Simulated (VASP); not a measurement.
# CsGeF3 in VASP: settings compared

Aim: see how the results for CsGeF3 move with the level of theory and the settings. Levels: r2SCAN, PBE. Tasks: single point.

Everything below comes from runs of VASP 6.6.1. Logs are shortened: lines on timing, memory, paths and dates and some standing lists are left out, and cuts for length are marked.

## Step 1: The cell of the first run

Symmetry: Pm-3m, No. 221, cubic system. Conventional cell: a = 4.429 Å, b = 4.429 Å, c = 4.429 Å, α = 90.00°, β = 90.00°, γ = 90.00°. Within 4.1 Å of Cs (site symmetry m-3m) lie 12 F at 3.13 Å and 8 Ge at 3.84 Å. Ge (site symmetry m-3m) has 6 F at 2.21 Å within 2.9 Å. F (site symmetry 4/mmm) has 2 Ge at 2.21 Å within 2.9 Å.

## Step 2: Single point, r2SCAN (strain -1.5%)

Input file POSCAR:

```
CsGeF3
1.0
    4.4290720498      0.0000000000      0.0000000000
    0.0000000000      4.4290720498      0.0000000000
    0.0000000000      0.0000000000      4.4290720498
Cs Ge F
1 1 3
Direct
    0.0000000000      0.0000000000      0.0000000000
    0.5000000000      0.5000000000      0.5000000000
    0.5000000000      0.5000000000      0.0000000000
    0.5000000000      0.0000000000      0.5000000000
    0.0000000000      0.5000000000      0.5000000000
```

Input file INCAR.step1:

```
SYSTEM = CsGeF3
  PREC = Accurate
  ENCUT = 520
  ISMEAR = 0
  SIGMA = 0.01
  LREAL = .FALSE.
  LASPH = .TRUE.
  NELM = 100
  NBANDS = 30
  GGA = PE
  ALGO = Normal
  EDIFF = 1E-4
  LWAVE = .TRUE.
  LCHARG = .FALSE.
```

Input file INCAR.step2:

```
SYSTEM = CsGeF3
  PREC = Accurate
  ENCUT = 520
  EDIFF = 1E-7
  ISMEAR = 0
  SIGMA = 0.01
  LREAL = .FALSE.
  LASPH = .TRUE.
  NELM = 100
  ALGO = Normal
  ISIF = 2
  LWAVE = .FALSE.
  LCHARG = .FALSE.
  METAGGA = R2SCAN
  LMIXTAU = .TRUE.
  NBANDS = 30
  ISTART = 1
```

Input file KPOINTS:

```
regular mesh
0
G
  6 6 6
  0 0 0
```

Potentials or basis: VASP PAW PBE potentials, release 64 (Cs_sv, Ge_d, F).

The run is started by

```bash
> cat potpaw_PBE.64/Cs_sv/POTCAR potpaw_PBE.64/Ge_d/POTCAR potpaw_PBE.64/F/POTCAR > POTCAR
> cp INCAR.step1 INCAR
> mpirun -np 1 vasp_std > vasp.out
> cp INCAR.step2 INCAR
> mpirun -np 1 vasp_std > vasp.out
```

OUTCAR:

```text
SYSTEM = CsGeF3
   PREC = Accurate
   ENCUT = 520
   EDIFF = 1E-7
   ISMEAR = 0
   LREAL = .FALSE.
   LASPH = .TRUE.
   NELM = 100
   ISIF = 2
   METAGGA = R2SCAN
   ISTART = 1

 ion  position               nearest neighbor table
   1  0.000  0.000  0.000-
   2  0.500  0.500  0.500-   3 2.21   4 2.21   5 2.21   3 2.21   4 2.21   5 2.21
   3  0.500  0.500  0.000-   2 2.21   2 2.21
   4  0.500  0.000  0.500-   2 2.21   2 2.21
   5  0.000  0.500  0.500-   2 2.21   2 2.21

  LATTYP: Found a simple cubic cell.
 ALAT       =     4.4290720498

  Lattice vectors:

 A1 = (   4.4290720498,   0.0000000000,   0.0000000000)
 A2 = (   0.0000000000,   4.4290720498,   0.0000000000)
 A3 = (   0.0000000000,   0.0000000000,   4.4290720498)

Analysis of symmetry for initial positions (statically):
=====================================================================
 Subroutine PRICEL returns:
 Original cell was already a primitive cell.

 Routine SETGRP: Setting up the symmetry group for a
 simple cubic supercell.

 Subroutine GETGRP returns: Found 48 space group operations
 (whereof 48 operations were pure point group operations)
 out of a pool of 48 trial point group operations.

The static configuration has the point symmetry O_h .

Analysis of symmetry for dynamics (positions and initial velocities):
=====================================================================
 Subroutine PRICEL returns:
 Original cell was already a primitive cell.

 Routine SETGRP: Setting up the symmetry group for a
 simple cubic supercell.

 Subroutine GETGRP returns: Found 48 space group operations
 (whereof 48 operations were pure point group operations)
 out of a pool of 48 trial point group operations.

The dynamic configuration has the point symmetry O_h .

 Subroutine INISYM returns: Found 48 space group operations
 (whereof 48 operations are pure point group operations),
 and found     1 'primitive' translations

----------------------------------------------------------------------------------------

                                     Primitive cell

  volume of cell :      86.8837

  direct lattice vectors                    reciprocal lattice vectors
     4.429072050  0.000000000  0.000000000     0.225780929  0.000000000  0.000000000
     0.000000000  4.429072050  0.000000000     0.000000000  0.225780929  0.000000000
     0.000000000  0.000000000  4.429072050     0.000000000  0.000000000  0.225780929

  length of vectors
     4.429072050  4.429072050  4.429072050     0.225780929  0.225780929  0.225780929

  position of ions in fractional coordinates (direct lattice)
     0.000000000  0.000000000  0.000000000
     0.500000000  0.500000000  0.500000000
     0.500000000  0.500000000  0.000000000
     0.500000000  0.000000000  0.500000000
     0.000000000  0.500000000  0.500000000

  ion indices of the primitive-cell ions
   primitive index   ion index
                 1           1
                 2           2
                 3           3
                 4           4
                 5           5

----------------------------------------------------------------------------------------

 KPOINTS: regular mesh

Automatic generation of k-mesh.
 Grid dimensions read from file:
 generate k-points for:    6    6    6

 Generating k-lattice:

  Cartesian coordinates                     Fractional coordinates (reciprocal lattice)
     0.037630155  0.000000000  0.000000000     0.166666667  0.000000000  0.000000000
     0.000000000  0.037630155  0.000000000     0.000000000  0.166666667  0.000000000
     0.000000000  0.000000000  0.037630155     0.000000000  0.000000000  0.166666667

  Length of vectors
     0.037630155  0.037630155  0.037630155

  Shift w.r.t. Gamma in fractional coordinates (k-lattice)
     0.000000000  0.000000000  0.000000000

 Subroutine IBZKPT returns following result:
 ===========================================

 Found     20 irreducible k-points:

 Following reciprocal coordinates:
            Coordinates               Weight
  0.000000  0.000000  0.000000      1.000000
  0.166667  0.000000  0.000000      6.000000
  0.333333  0.000000  0.000000      6.000000
  0.500000  0.000000  0.000000      3.000000
  0.166667  0.166667  0.000000     12.000000
  0.333333  0.166667  0.000000     24.000000
[... 12 lines left out ...]
  0.500000  0.500000  0.333333      6.000000
  0.500000  0.500000  0.500000      1.000000
   k-points           NKPTS =     20   k-points in BZ     NKDIM =     20   number of bands    NBANDS=     30
   number of dos      NEDOS =    301   number of ions     NIONS =      5
   total plane-waves  NPLWV =  46656
   dimension x,y,z NGX =    36 NGY =   36 NGZ =   36
   dimension x,y,z NGXF=    72 NGYF=   72 NGZF=   72
   ions per type =               1   1   3
   NGX,Y,Z   is equivalent  to a cutoff of  13.51, 13.51, 13.51 a.u.
   NGXF,Y,Z  is equivalent  to a cutoff of  27.03, 27.03, 27.03 a.u.
 SYSTEM =  CsGeF3
   PREC   = accura    normal or accurate (medium, high low for compatibility)
   ISTART =      1    job   : 0-new  1-cont  2-samecut
   ICHARG =      0    charge: 1-file 2-atom 10-const
   ISPIN  =      1    spin polarized calculation?
   LNONCOLLINEAR =      F non collinear calculations
   LSORBIT =      F    spin-orbit coupling
   LASPH  =      T    aspherical Exc in radial PAW
   ENCUT  =  520.0 eV  38.22 Ry    6.18 a.u.   8.24  8.24  8.24*2*pi/ulx,y,z
   NELM   =    100;   NELMIN=  2; NELMDL=  0     # of ELM steps
   EDIFF  = 0.1E-06   stopping-criterion for ELM
   LREAL  =      F    real-space projection
   EDIFFG = 0.1E-05   stopping-criterion for IOM
   NSW    =      0    number of steps for IOM
   IBRION =     -1    ionic relax: 0-MD 1-quasi-New 2-CG
   NFREE  =      0    steps in history (QN), initial steepest desc. (CG)
   ISIF   =      2    stress and relaxation
   ISYM   =      2    0-nonsym 1-usesym 2-fastsym
   POTIM  = 0.5000    time-step for ionic-motion
   TEBEG  =    0.0;   TEEND  =   0.0 temperature during run
   PSTRESS=    0.0 pullay stress
   NELECT =      44.0000    total number of electrons
   NUPDOWN=      -1.0000    fix difference up-down
   EMIN   =  10.00;   EMAX   =-10.00  energy-range for DOS
   EFERMI =   0.00;   METHOD = LEGACY
   ISMEAR =     0;   SIGMA  =   0.01  broadening in eV -4-tet -1-fermi 0-gaus
   EFERMI_NEDOS =   21; number of points for ismear=-14 and -15
   IALGO  =     38    algorithm
   IMIX   =      4    mixing-type and parameters
     AMIX     =   0.40;   BMIX     =  1.00
     AMIX_MAG =   1.60;   BMIX_MAG =  1.00
  volume/ion in A,a.u.               =      17.38       117.26
  Fermi-wavevector in a.u.,A,eV,Ry     =   1.304907  2.465917 23.167768  1.702783
  Thomas-Fermi vector in A             =   2.435812
   LORBIT       =      0    0 simple, 1 ext, 2 COOP (PROOUT), +10 PAW based schemes
   METAGGA = R2SCAN    functional components
   LHFCALC =     F    Hartree Fock is set to
   AEXX    =    0.0000 exact exchange contribution
   IVDW    =     0    specifies the selected vdW correction
   LEPSILON=     F    determine dielectric tensor
   LRPA    =     F    only Hartree local field effects (RPA)
 non-spin polarized calculation
 Gauss-broadening in eV      SIGMA  =   0.01
  energy-cutoff  :      520.00
  volume of cell :       86.88
 maximum number of plane-waves:      2364
 NGX is ok and might be reduce to    36
   NGX = 17   NGY = 17   NGZ = 17

 number of electron      43.9999976 magnetization

 Free energy of the ion-electron system (eV)
  ---------------------------------------------------
  ext. energy  EPLUGINS =         0.00000000
  ---------------------------------------------------
  free energy    TOTEN  =       -60.36533736 eV

  energy without entropy =      -60.36533736  energy(sigma->0) =      -60.36533736

 E-fermi :   3.2449     XC(G=0): -10.1841

 val. band max:        3.1349274809   @ k =   0.5000   0.5000   0.5000
 cond. band min:       4.9965444435   @ k =   0.5000   0.5000   0.5000
 fundamental gap:      1.8616169626
 Fermi energy:         3.2448767806

 k-point     1 :       0.0000    0.0000    0.0000
  band No.  band energies     occupation
      1     -23.2064      2.00000
      2     -23.2064      2.00000
      3     -22.9065      2.00000
      4     -22.9065      2.00000
      5     -22.9065      2.00000
      6     -22.5618      2.00000
[... 22 lines left out ...]
     29      10.1520      0.00000
     30      10.1520      0.00000

 k-point     2 :       0.1667    0.0000    0.0000
  band No.  band energies     occupation
      1     -23.2062      2.00000
      2     -23.1737      2.00000
      3     -22.9067      2.00000
      4     -22.9067      2.00000
      5     -22.9065      2.00000
      6     -22.5265      2.00000
[... 22 lines left out ...]
     29      10.2946      0.00000
     30      10.7869      0.00000

 k-point     3 :       0.3333    0.0000    0.0000
  band No.  band energies     occupation
      1     -23.2059      2.00000
      2     -23.1075      2.00000
      3     -22.9072      2.00000
      4     -22.9072      2.00000
      5     -22.9064      2.00000
      6     -22.4125      2.00000
[... 22 lines left out ...]
     29      10.7966      0.00000
     30      11.7427      0.00000

 k-point     4 :       0.5000    0.0000    0.0000
  band No.  band energies     occupation
      1     -23.2058      2.00000
      2     -23.0744      2.00000
      3     -22.9075      2.00000
      4     -22.9075      2.00000
      5     -22.9065      2.00000
      6     -22.2263      2.00000
[... 484 lines left out ...]
     29      11.3627      0.00000
     30      11.3635      0.00000

 k-point    19 :       0.5000    0.5000    0.3333
  band No.  band energies     occupation
      1     -22.9948      2.00000
      2     -22.9270      2.00000
      3     -22.9085      2.00000
      4     -22.9082      2.00000
      5     -22.9082      2.00000
      6     -22.2014      2.00000
[... 22 lines left out ...]
     29      11.0255      0.00000
     30      12.6038      0.00000

 k-point    20 :       0.5000    0.5000    0.5000
  band No.  band energies     occupation
      1     -22.9270      2.00000
      2     -22.9270      2.00000
      3     -22.9085      2.00000
      4     -22.9085      2.00000
      5     -22.9085      2.00000
      6     -22.1999      2.00000
[... 22 lines left out ...]
     29      12.5429      0.00000
     30      12.5429      0.00000

------------------------ aborting loop because EDIFF is reached ----------------------------------------

  FORCE on cell =-STRESS in cart. coord.  units (eV):
  Direction    XX          YY          ZZ          XY          YZ          ZX
  --------------------------------------------------------------------------------------
  -------------------------------------------------------------------------------------
  Total        1.5387957      1.5387957      1.5387957      0.0000000     -0.0000000      0.0000000
  in kB       28.3761396     28.3761396     28.3761396      0.0000000     -0.0000000      0.0000000
  external PRESSURE =      28.3761396 kB  Pullay stress =       0.0000000 kB

 VOLUME and BASIS-vectors are now :
 -----------------------------------------------------------------------------
  energy-cutoff  :      520.00
  volume of cell :       86.88
      direct lattice vectors                 reciprocal lattice vectors
     4.429072050  0.000000000  0.000000000     0.225780929  0.000000000  0.000000000
     0.000000000  4.429072050  0.000000000     0.000000000  0.225780929  0.000000000
     0.000000000  0.000000000  4.429072050     0.000000000  0.000000000  0.225780929

 POSITION                                       TOTAL-FORCE (eV/Angst)
 -----------------------------------------------------------------------------------
      0.00000      0.00000      0.00000         0.000000      0.000000      0.000000
      2.21454      2.21454      2.21454         0.000000      0.000000      0.000000
      2.21454      2.21454      0.00000         0.000000      0.000000      0.000000
      2.21454      0.00000      2.21454         0.000000      0.000000      0.000000
      0.00000      2.21454      2.21454         0.000000      0.000000      0.000000
 -----------------------------------------------------------------------------------
    total drift:                                0.000000      0.000000      0.000000

  FREE ENERGIE OF THE ION-ELECTRON SYSTEM (eV)
  ---------------------------------------------------
  free  energy   TOTEN  =       -60.3653373627 eV

  energy  without entropy=      -60.3653373627  energy(sigma->0) =      -60.36533736
```

It took 79 s on 1 thread of Intel Xeon 6975P-C (Granite Rapids), shared host; peak memory 0.24 GiB.

What came out:

| Property | Result |
| --- | --- |
| Free energy | -60.3653 eV |
| Pressure | 2.8 GPa |
| Band gap on the k mesh | 1.86 eV |

Levels at points of the mesh, in eV from the valence-band top:
| k point | band 19 | band 20 | band 21 | band 22 | band 23 | band 24 | band 25 | band 26 |
| --- | --- | --- | --- | --- | --- | --- | --- | --- |
| (0.00, 0.00, 0.00) | -5.35 | -4.93 | -4.93 | -4.93 | 4.43 | 4.43 | 5.46 | 6.15 |
| (0.50, 0.00, 0.00) | -5.37 | -5.22 | -5.22 | -2.81 | 2.89 | 5.25 | 5.25 | 5.34 |
| (0.50, 0.50, 0.00) | -5.12 | -5.12 | -4.95 | -1.31 | 2.98 | 2.98 | 5.29 | 6.07 |
| (0.50, 0.50, 0.50) | -4.94 | -4.94 | -4.94 | 0.00 | 1.86 | 1.86 | 1.86 | 7.96 |

Caveat: the cell differs from its parent crystal (strain -1.5%); the PAW data sets were made with another functional, which shifts forces and pressure a little; spin-orbit coupling is left out, which moves the levels of the heavy elements.

(Continued in part 2 of 2.)
